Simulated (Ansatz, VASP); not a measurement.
**One calculation of Ru, two programs**

```
Ru
1.0
     2.74855    0.00000    0.00000
    -1.37428    2.38032    0.00000
     0.00000    0.00000    8.86463
Ru
4
Direct
  0.00000 0.00000 0.00000
  0.00000 0.00000 0.50000
  0.33333 0.66667 0.75000
  0.66667 0.33333 0.25000
```

Alike in both runs: task relaxation of cell and atoms; functional PBEsol; k mesh 9 × 9 × 2; occupations gaussian, width 0.1 eV; no spin polarisation.

```csv
,VASP,Ansatz
version,VASP 6.6.1,Ansatz 0.2.0
potentials or method,"VASP PAW PBE potentials, release 64 (Ru_pv), cutoff 500 eV","scalar-relativistic, plane waves, PAW"
valence electrons in the cell,56,64
```

```csv
,VASP,Ansatz,Ansatz less VASP
"gap on the k mesh at the Fermi level, each at its own relaxed structure (eV)",none,none,-
relaxed volume (Å³/atom),13.35,13.36,+0.017
relaxed cell length with the largest relative difference (Å),2.668,2.669,+0.0013
```

VASP's potentials were made for PBE, not for PBEsol. A gap of «none» marks a metal or a gap that the smearing closes. VASP's potentials hold 56 valence electrons a cell and Ansatz's 64, so a difference there can come from the potentials and not from the codes.
